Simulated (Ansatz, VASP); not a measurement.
## One calculation of In, two programs

```
In
1.0
     5.46493    0.00000    0.00000
    -2.73247    4.73277    0.00000
     0.00000    0.00000    3.39536
In
3
Direct
  0.00000 0.00000 0.00000
  0.33333 0.66667 0.50000
  0.66667 0.33333 0.50000
```

Alike in both runs: functional RPBE; k mesh 7 × 7 × 10; occupations fermi-dirac, width 0.1 eV; no spin polarisation.

Ansatz relaxed the structure, and its values are those at the end. VASP's run is a single point on that final structure, the one shown.

|  | VASP | Ansatz |
| --- | --- | --- |
| version | VASP 6.6.1 | Ansatz 0.2.0 |
| potentials or method | VASP PAW PBE potentials, release 64 (In_d), cutoff 520 eV | plane waves (420 eV) with PAW, scalar-relativistic |
| valence electrons in the cell | 39 | 39 |

Ansatz gave:

| Item | Value |
| --- | --- |
| pressure (GPa) | 0.0 |

Q: Estimate VASP's values.

A: Pressure (GPa): -0.1.

VASP's potentials were made for PBE, not for RPBE.
